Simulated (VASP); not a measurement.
# GaAs (F-43m) in VASP: further runs, part 2 of 2

VASP 6.6.1.

### 3 Single point, r2SCAN (strain -3.0%)

POSCAR

```
GaAs
1.0
    0.0000000000      2.7480925426      2.7480925426
    2.7480925426      0.0000000000      2.7480925426
    2.7480925426      2.7480925426      0.0000000000
Ga As
1 1
Direct
    0.0000000000      0.0000000000      0.0000000000
    0.2500000000      0.2500000000      0.2500000000
```

INCAR.step1

```
SYSTEM = GaAs
  PREC = Accurate
  ENCUT = 520
  ISMEAR = 0
  SIGMA = 0.01
  LREAL = .False.
  LASPH = .True.
  NELM = 80
  NBANDS = 16
  GGA = PE
  ALGO = Normal
  EDIFF = 1E-4
  LWAVE = .True.
  LCHARG = .False.
```

INCAR.step2

```
SYSTEM = GaAs
  PREC = Accurate
  ENCUT = 520
  EDIFF = 1E-6
  ISMEAR = 0
  SIGMA = 0.01
  LREAL = .False.
  LASPH = .True.
  NELM = 80
  ALGO = Normal
  ISIF = 2
  LWAVE = .False.
  LCHARG = .False.
  METAGGA = R2SCAN
  LMIXTAU = .True.
  NBANDS = 16
  ISTART = 1
```

KPOINTS

```
regular mesh
0
Gamma
  8 8 8
  0 0 0
```

Potentials or basis: VASP PAW PBE potentials, release 64 (Ga_d, As).

Launch:

```bash
cat potpaw_PBE.64/Ga_d/POTCAR potpaw_PBE.64/As/POTCAR > POTCAR
cp INCAR.step1 INCAR
mpirun -np 1 vasp_std > vasp.out
cp INCAR.step2 INCAR
mpirun -np 1 vasp_std > vasp.out
```

OUTCAR:

```text
SYSTEM = GaAs
   PREC = Accurate
   ENCUT = 520
   EDIFF = 1E-6
   ISMEAR = 0
   LREAL = .False.
   LASPH = .True.
   NELM = 80
   ISIF = 2
   METAGGA = R2SCAN
   ISTART = 1

 ion  position               nearest neighbor table
   1  0.000  0.000  0.000-   2 2.38   2 2.38   2 2.38   2 2.38
   2  0.250  0.250  0.250-   1 2.38   1 2.38   1 2.38   1 2.38

  LATTYP: Found a face centered cubic cell.
 ALAT       =     5.4961850852

  Lattice vectors:

 A1 = (   0.0000000000,   2.7480925426,   2.7480925426)
 A2 = (   2.7480925426,   0.0000000000,   2.7480925426)
 A3 = (   2.7480925426,   2.7480925426,   0.0000000000)

Analysis of symmetry for initial positions (statically):
=====================================================================
 Subroutine PRICEL returns:
 Original cell was already a primitive cell.

 Routine SETGRP: Setting up the symmetry group for a
 face centered cubic supercell.

 Subroutine GETGRP returns: Found 24 space group operations
 (whereof 24 operations were pure point group operations)
 out of a pool of 48 trial point group operations.

The static configuration has the point symmetry T_d .

Analysis of symmetry for dynamics (positions and initial velocities):
=====================================================================
 Subroutine PRICEL returns:
 Original cell was already a primitive cell.

 Routine SETGRP: Setting up the symmetry group for a
 face centered cubic supercell.

 Subroutine GETGRP returns: Found 24 space group operations
 (whereof 24 operations were pure point group operations)
 out of a pool of 48 trial point group operations.

The dynamic configuration has the point symmetry T_d .

 Subroutine INISYM returns: Found 24 space group operations
 (whereof 24 operations are pure point group operations),
 and found     1 'primitive' translations

----------------------------------------------------------------------------------------

                                     Primitive cell

  volume of cell :      41.5073

[... 103 lines left out ...]
   ISMEAR =     0;   SIGMA  =   0.01  broadening in eV -4-tet -1-fermi 0-gaus
   EFERMI_NEDOS =   21; number of points for ismear=-14 and -15
   IALGO  =     38    algorithm
   IMIX   =      4    mixing-type and parameters
     AMIX     =   0.40;   BMIX     =  1.00
     AMIX_MAG =   1.60;   BMIX_MAG =  1.00
  volume/ion in A,a.u.               =      20.75       140.05
  Fermi-wavevector in a.u.,A,eV,Ry     =   1.239151  2.341656 20.891688  1.535496
  Thomas-Fermi vector in A             =   2.373647
   LORBIT       =      0    0 simple, 1 ext, 2 COOP (PROOUT), +10 PAW based schemes
   METAGGA = R2SCAN    functional components
   LHFCALC =     F    Hartree Fock is set to
   AEXX    =    0.0000 exact exchange contribution
   IVDW    =     0    specifies the selected vdW correction
   LEPSILON=     F    determine dielectric tensor
   LRPA    =     F    only Hartree local field effects (RPA)
 non-spin polarized calculation
 Gauss-broadening in eV      SIGMA  =   0.01
  energy-cutoff  :      520.00
  volume of cell :       41.51
 maximum number of plane-waves:      1139
 NGX is ok and might be reduce to    30
   NGX = 15   NGY = 15   NGZ = 15

 number of electron      18.0000000 magnetization

 Free energy of the ion-electron system (eV)
  ---------------------------------------------------
  ext. energy  EPLUGINS =         0.00000000
  ---------------------------------------------------
  free energy    TOTEN  =       -26.95706502 eV

  energy without entropy =      -26.95706502  energy(sigma->0) =      -26.95706502

 E-fermi :   4.6455     XC(G=0): -10.6694

 val. band max:        4.5212321246   @ k =   0.0000   0.0000   0.0000
 cond. band min:       6.1097658807   @ k =   0.5000   0.5000   0.0000
 fundamental gap:      1.5885337561
 Fermi energy:         4.6455205611

 k-point     1 :       0.0000    0.0000    0.0000
  band No.  band energies     occupation
      1     -10.8890      2.00000
      2     -10.8890      2.00000
      3     -10.8890      2.00000
      4     -10.7734      2.00000
      5     -10.7734      2.00000
      6      -9.3564      2.00000
[... 433 lines left out ...]
      3     -10.8426      2.00000
      4     -10.7803      2.00000
      5     -10.7688      2.00000
      6      -6.8050      2.00000
[... 8 lines left out ...]
     15      17.1221      0.00000
     16      17.9463      0.00000

 [... further k-points ...]
[... 5 lines left out ...]
  --------------------------------------------------------------------------------------
  -------------------------------------------------------------------------------------
  Total        2.1540787      2.1540787      2.1540787      0.0000000     -0.0000000      0.0000000
  in kB       83.1472876     83.1472876     83.1472876      0.0000000     -0.0000000      0.0000000
  external PRESSURE =      83.1472876 kB  Pullay stress =       0.0000000 kB

 VOLUME and BASIS-vectors are now :
 -----------------------------------------------------------------------------
  energy-cutoff  :      520.00
  volume of cell :       41.51
      direct lattice vectors                 reciprocal lattice vectors
     0.000000000  2.748092543  2.748092543    -0.181944382  0.181944382  0.181944382
     2.748092543  0.000000000  2.748092543     0.181944382 -0.181944382  0.181944382
     2.748092543  2.748092543  0.000000000     0.181944382  0.181944382 -0.181944382

 POSITION                                       TOTAL-FORCE (eV/Angst)
 -----------------------------------------------------------------------------------
      0.00000      0.00000      0.00000         0.000000     -0.000000     -0.000000
      1.37405      1.37405      1.37405        -0.000000      0.000000      0.000000
 -----------------------------------------------------------------------------------
    total drift:                                0.000005      0.000005      0.000005

  FREE ENERGIE OF THE ION-ELECTRON SYSTEM (eV)
  ---------------------------------------------------
  free  energy   TOTEN  =       -26.9570650187 eV

  energy  without entropy=      -26.9570650187  energy(sigma->0) =      -26.95706502
```

OSZICAR.step1:

```text
N       E                     dE             d eps       ncg     rms          rms(c)
DAV:   1     0.851627463000E+02    0.85163E+02   -0.89179E+03   952   0.159E+03
DAV:   2    -0.182351895494E+01   -0.86986E+02   -0.82700E+02  1040   0.320E+02
DAV:   3    -0.817669706810E+01   -0.63532E+01   -0.63349E+01  1152   0.664E+01
DAV:   4    -0.826277961755E+01   -0.86083E-01   -0.86075E-01  1088   0.845E+00
DAV:   5    -0.826397108486E+01   -0.11915E-02   -0.11915E-02  1160   0.926E-01    0.318E+00
DAV:   6    -0.810889437704E+01    0.15508E+00   -0.21329E-01  1416   0.868E+00    0.195E+00
DAV:   7    -0.808329994496E+01    0.25594E-01   -0.76554E-02  1160   0.213E+00    0.573E-01
DAV:   8    -0.808405480211E+01   -0.75486E-03   -0.11234E-02  1120   0.122E+00    0.146E-01
DAV:   9    -0.808444107109E+01   -0.38627E-03   -0.96927E-04  1072   0.332E-01    0.457E-02
DAV:  10    -0.808450109953E+01   -0.60028E-04   -0.69885E-05   944   0.114E-01
   1 F= -.80845011E+01 E0= -.80845011E+01  d E =-.376041E-63
```

Wall time 2.9 min (1 thread of Intel Xeon Platinum 8175M at 2.50GHz (Skylake/Cascade Lake), shared host); peak memory 0.18 GiB.

Results:

```yaml
Free_energy: -26.9571 eV
Pressure: 8.3 GPa
Band_gap_on_the_k_mesh: 1.59 eV (least direct gap 1.70 eV)
```

Caveat: the cell differs from its parent crystal (strain -3.0%); the cell stands under pressure; the PAW data sets were made with another functional, which shifts forces and pressure a little. A k mesh can miss the band edges.
